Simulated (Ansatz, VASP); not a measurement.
# Two plane-wave programs on ScBS3

Contents of INCAR:

```
  PREC = Accurate
  ENCUT = 520
  EDIFF = 1E-7
  ISMEAR = 0
  SIGMA = 0.1
  LREAL = F
  LASPH = T
  NELM = 150
  ALGO = Normal
  ISIF = 2
  LWAVE = F
  LCHARG = F
  ISPIN = 2
  MAGMOM = 1 0 0 0 0
  LORBIT = 11
  LMAXMIX = 4
  GGA = PE
  NBANDS = 28
```

KPOINTS

```
Automatic mesh
0
Gamma
  4 4 4
```

POSCAR

```
ScBS3
1.0
    4.2348131290      0.0000000000      0.0000000000
    0.0000000000      4.2348131290      0.0000000000
    0.0000000000      0.0000000000      4.2348131290
Sc B S
1 1 3
Direct
    0.5000000000      0.5000000000      0.5000000000
    0.0000000000      0.0000000000      0.0000000000
    0.5000000000      0.0000000000      0.0000000000
    0.0000000000      0.5000000000      0.0000000000
    0.0000000000      0.0000000000      0.5000000000
```

Input for Ansatz:

```yaml
crystal:
  lattice:
    - [4.234813129, 0.0, 0.0]
    - [0.0, 4.234813129, 0.0]
    - [0.0, 0.0, 4.234813129]
  atoms:
    - { symbol: Sc, position: [0.5, 0.5, 0.5], spin: 1.0 }
    - { symbol: B, position: [0.0, 0.0, 0.0] }
    - { symbol: S, position: [0.5, 0.0, 0.0] }
    - { symbol: S, position: [0.0, 0.5, 0.0] }
    - { symbol: S, position: [0.0, 0.0, 0.5] }
basis:
  ecutwfc: 420
kpoints:
  mp_grid: { grid: [4, 4, 4] }
hamiltonian:
  xc: pbe
scf:
  occupations: { method: gaussian, width: 0.1 }
  lower_state_search: "off"
output:
  forces: true
  stress: true
  eigenvalues: true
  populations: true
magnetization:
  spin_polarized: true
```

Alike in both runs: task single point; functional PBE; k mesh 4 × 4 × 4; occupations gaussian, width 0.1 eV; collinear spin.

|  | VASP | Ansatz |
| --- | --- | --- |
| version | VASP 6.6.1 | Ansatz 0.2.0 |
| potentials or method | VASP PAW PBE potentials, release 64 (Sc_sv, B, S), cutoff 520 eV | scalar-relativistic, plane waves, PAW |
| valence electrons in the cell | 32 | 32 |

```tsv
	VASP	Ansatz	Ansatz less VASP
gap on the k mesh at the Fermi level (eV)	none	none	-
pressure (GPa)	0.0	0.0	+0.07
net moment per atom (μB)	0.00	0.00	0.000
```

A gap of «none» marks a metal or a gap that the smearing closes. With one functional, cell and mesh, what is left measures potentials, basis and numerics. Ansatz's warnings: seeded moment not kept.

The k mesh is coarse, so the values compare programs but aren't converged.
